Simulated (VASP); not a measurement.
Here is a VASP 6.6.1 calculation.

INCAR

```
SYSTEM = AlSn
PREC = Accurate ; ENCUT = 520
EDIFF = 1E-7 ; ISMEAR = 0
SIGMA = 0.02 ; LREAL = .FALSE.
LASPH = .TRUE. ; NELM = 60
ALGO = Normal ; ISIF = 2
LWAVE = .FALSE. ; LCHARG = .FALSE.
GGA = PS ; NBANDS = 16
```

The input KPOINTS:

```
Automatic mesh
0
G
  7 7 8
  0 0 0
```

File POSCAR:

```
AlSn
1.0
    4.1981056157      0.0000000000      0.0000000000
   -2.0990528078      3.6356661109      0.0000000000
    0.0000000000      0.0000000000      3.3068470000
Sn Al
1 1
Direct
    0.3333333333      0.6666666667      0.5000000000
    0.0000000000      0.0000000000      0.0000000000
```

Potentials or basis: VASP PAW PBE potentials, release 64 (Sn_d, Al).

The run is started by

```console
$ cat potpaw_PBE.64/Sn_d/POTCAR potpaw_PBE.64/Al/POTCAR > POTCAR
$ mpirun -np 1 vasp_std > vasp.out
```

(1) Estimate the pressure.

(2) Predict the band gap on the k mesh.

Results:

(1) -1.8 GPa.

(2) zero (an odd number of electrons rules out a gap without spin polarisation).

Caveat: the PAW data sets were made with another functional, which shifts forces and pressure a little; spin-orbit coupling is left out, which moves the levels of the heavy elements.
